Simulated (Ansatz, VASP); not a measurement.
**P: VASP beside Ansatz**

The input INCAR:

```
PREC = Accurate
ENCUT = 400
EDIFF = 1E-8
ISMEAR = -1
SIGMA = 0.08
LREAL = F
LASPH = T
NELM = 120
ALGO = Normal
ISIF = 2
LWAVE = F
LCHARG = F
GGA = PS
LEFG = T
NBANDS = 8
GGA_COMPAT = F
```

The input KPOINTS:

```
regular mesh
0
Gamma
  10 10 9
```

The input POSCAR:

```
P
1.0
    4.1874467602      0.0000000000      0.0000000000
    0.0000000000      4.1874467602      0.0000000000
    0.0000000000      0.0000000000      4.3780000000
P
1
Direct
    0.0000000000      0.0000000000      0.0000000000
```

Input for Ansatz:

```yaml
crystal:
  lattice:
    - [4.1874467602, 0.0, 0.0]
    - [0.0, 4.1874467602, 0.0]
    - [0.0, 0.0, 4.378]
  atoms:
    - { symbol: P, position: [0.0, 0.0, 0.0] }
kpoints:
  mp_grid: { grid: [10, 10, 9] }
scf:
  occupations: { method: fermi_dirac, width: 0.08 }
hamiltonian:
  xc: pbesol
  pseudopotentials: { kind: all_electron, datasets: crystal }
output:
  forces: true
  stress: true
  eigenvalues: true
  efg: { contact_densities: true }
```

Change from the starting cell: equal xx and yy strain of -2 %, crystal datasets.

Alike in both runs: task electric field gradients; functional PBEsol; k mesh 10 × 10 × 9; occupations fermi-dirac, width 0.08 eV; no spin polarisation.

|  | VASP | Ansatz |
| --- | --- | --- |
| version | VASP 6.6.1 | Ansatz 0.2.0 |
| potentials or method | VASP PAW PBE potentials, release 64 (P), cutoff 400 eV | all-electron PAW with datasets made for the crystal, scalar-relativistic |

|  | VASP | Ansatz | Ansatz less VASP |
| --- | --- | --- | --- |
| pressure (GPa) | -4.2 | -4.2 | 0.00 |
| traceless stress, the component that is largest in VASP (GPa) | 0.59 | 0.59 | 0.000 |
| size of Vzz on the site where it differs most (V/Å²) | 1.4 | 1.3 | -0.10 |

VASP's potentials were made for PBE, not for PBEsol. Ansatz ran all-electron here, and VASP with PAW potentials.
